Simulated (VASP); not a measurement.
A run of VASP 6.6.1 is set up as follows.

The input POSCAR:

```
Si
1.0
    2.7220733657      2.7220733657      0.0000000000
   -2.7220733657      2.7220733657      0.0000000000
    0.0000000000      2.7220733657      2.7220733657
Si
2
Direct
    0.2500000000      0.7500000000      0.5000000000
    0.0000000000      0.0000000000      0.0000000000
```

The input INCAR.step1:

```
PREC = Accurate
ENCUT = 520
ISMEAR = -1
SIGMA = 0.1
LREAL = False
LASPH = True
NELM = 80
NBANDS = 11
GGA = PE
ALGO = Normal
EDIFF = 1E-4
LWAVE = True
LCHARG = False
```

File INCAR.step2:

```
PREC = Accurate
ENCUT = 520
EDIFF = 1E-7
ISMEAR = -1
SIGMA = 0.1
LREAL = False
LASPH = True
NELM = 80
ALGO = Normal
ISIF = 2
LWAVE = False
LCHARG = False
METAGGA = R2SCAN
LMIXTAU = True
NBANDS = 11
ISTART = 1
```

The input KPOINTS:

```
regular mesh
0
Gamma
  12 12 12
```

Potentials or basis: VASP PAW PBE potentials, release 64 (Si).

The run is started by

```console
$ cat potpaw_PBE.64/Si/POTCAR > POTCAR
$ cp INCAR.step1 INCAR
$ mpirun -np 1 vasp_std > vasp.out
$ cp INCAR.step2 INCAR
$ mpirun -np 1 vasp_std > vasp.out
```

**Question.** What does it give for the pressure?

**Answer.** -0.2 GPa.

**Question.** Predict the band gap on the k mesh.

**Answer.** 0.79 eV (least direct gap 2.76 eV).

Caveat: the PAW data sets were made with another functional, which shifts forces and pressure a little. A k mesh can miss the band edges.
